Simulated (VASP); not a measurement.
BN: single point with PBE

The system is BN.

```
B N
1.0
     2.50399    0.00000    0.00000
    -1.25200    2.16852    0.00000
     0.00000    0.00000    6.66120
B N
2 2
Direct
  0.23884 0.59750 0.25000
  0.66667 0.33333 0.75000
  0.33333 0.66667 0.75000
  0.66667 0.33333 0.25000
```

This cell differs from its parent crystal: atom 1 (B) moved by (-0.150, -0.150) A along x and y.

```yaml
Program: VASP 6.6.1
Task: single point
Functional: PBE
Potentials_or_basis: VASP PAW PBE potentials, release 64 (B, N)
Cutoff: 520 eV
k_mesh: 12 × 12 × 4
Occupations: gaussian, width 0.05 eV
Spin: no spin polarisation
```

| Quantity | Value |
| --- | --- |
| Pressure | 13.5 GPa |
| Largest force | 11.791 eV/Å |
| Band gap on the k mesh | 2.77 eV, indirect (least direct gap 4.08 eV) |

Forces on the atoms (eV/Å):
```
B    9.806  6.546  0.000
B    0.000  0.000  0.000
N    0.002 -0.002  0.000
N   -9.808 -6.544  0.000
```

Stress tensor (GPa, compression positive):
```
30.33 14.66  0.00
14.66  7.69  0.00
 0.00  0.00  2.62
```

Levels at points of the mesh, in eV from the valence-band top:
```
           k point  band 5  band 6  band 7  band 8  band 9  band 10  band 11  band 12
(0.00, 0.00, 0.00)   -4.44   -2.28   -2.28    0.00    4.31     7.97     9.36    10.64
(0.50, 0.00, 0.00)   -5.08   -4.04   -2.13   -1.26    2.82     4.21     8.71     9.25
(0.00, 0.50, 0.00)   -5.66   -5.07   -2.82   -1.61    3.66     5.70     7.87     8.83
(0.50, 0.50, 0.00)   -5.08   -4.73   -2.60   -1.53    3.50     5.10     7.34     8.79
(0.00, 0.00, 0.50)   -4.43   -2.28   -2.28    0.00    6.59     6.62     8.01    10.65
(0.50, 0.00, 0.50)   -5.07   -4.04   -1.87   -1.41    2.77     3.76     8.97     9.32
(0.00, 0.50, 0.50)   -5.66   -5.07   -2.54   -1.88    3.79     5.13     8.06     8.95
(0.50, 0.50, 0.50)   -5.07   -4.74   -2.23   -1.88    3.78     4.38     7.45     8.95
```

Run time: 90 s on 1 thread of Intel(R) Xeon(R) Platinum 8488C (Sapphire Rapids) (shared host), peak memory 0.22 GiB.

Caveat: the cell differs from its parent crystal (atom 1 (B) moved by (-0.150, -0.150) A along x and y); this functional lacks dispersion, which binds the layers, so the pressure and a relaxed spacing across them are unreliable; forces of over 1 eV/Å act on the atoms, so gaps and moduli don't describe the material at rest. A k mesh can miss the band edges.
